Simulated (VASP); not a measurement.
**TaN: electric field gradients with LDA**

TaN:

```
CELL_PARAMETERS angstrom
3.05000 0.00000 0.00000
-1.52500 2.64138 0.00000
0.00000 0.00000 4.89060
ATOMIC_POSITIONS crystal
Ta 0.33333 0.66667 0.00000
Ta 0.66667 0.33333 0.50000
N 0.33333 0.66667 0.38500
N 0.66667 0.33333 0.88500
```

This cell differs from its parent crystal: zz strain of -1 %.

| Quantity | Value |
| --- | --- |
| Program | VASP 6.6.1 |
| Task | electric field gradients |
| Functional | LDA |
| Potentials or basis | VASP PAW LDA potentials, release 64 (Ta_pv, N) |
| Cutoff | 520 eV |
| k mesh | 9 × 9 × 5 |
| Occupations | fermi-dirac, width 0.03 eV |
| Spin | no spin polarisation |
| Dipole correction | no |
| Further INCAR settings | ALGO = Normal; EDIFF = 1e-08; NBANDS = 24 |

The pressure is 129.0 GPa, the largest force is 1.722 eV/Å and the band gap on the k mesh is zero (band 16 reaches 10.26 eV, above the bottom of band 17 at 8.09 eV).

Forces in eV/Å, atoms in the order of the input:
```
Ta   0.000  0.000  1.722
Ta   0.000  0.000  1.722
N    0.000  0.000 -1.722
N    0.000  0.000 -1.722
```

Stress tensor (GPa, compression positive):
```
136.15   0.00   0.00
  0.00 136.15   0.00
  0.00   0.00 114.73
```

Levels at points of the mesh, in eV from the Fermi level:
| k point | band 12 | band 13 | band 14 | band 15 | band 16 | band 17 | band 18 | band 19 | band 20 | band 21 |
| --- | --- | --- | --- | --- | --- | --- | --- | --- | --- | --- |
| (0.00, 0.00, 0.00) | -7.87 | -7.87 | -7.35 | -0.95 | -0.95 | -0.15 | 2.15 | 2.65 | 2.65 | 4.57 |

Electric field gradients, principal values (V/Å²):
```csv
atom,least,middle,greatest (by size)
1 Ta,-56.403,-56.404,112.807
2 Ta,-56.403,-56.404,112.807
3 N,-5.295,-5.296,10.590
4 N,-5.295,-5.296,10.590
```

Wall time 22 s on 1 thread of Intel(R) Xeon(R) Platinum 8375C CPU @ 2.90GHz (Ice Lake), with other jobs on the host, peak memory 0.15 GiB.

Caveat: the cell differs from its parent crystal (zz strain of -1 %); without QUAD_EFG the Cq values of the log hold for a quadrupole moment of 1 mb, not for the nuclei; spin-orbit coupling is left out, which moves the levels of the heavy elements; forces of over 1 eV/Å act on the atoms, so gaps and moduli don't describe the material at rest.
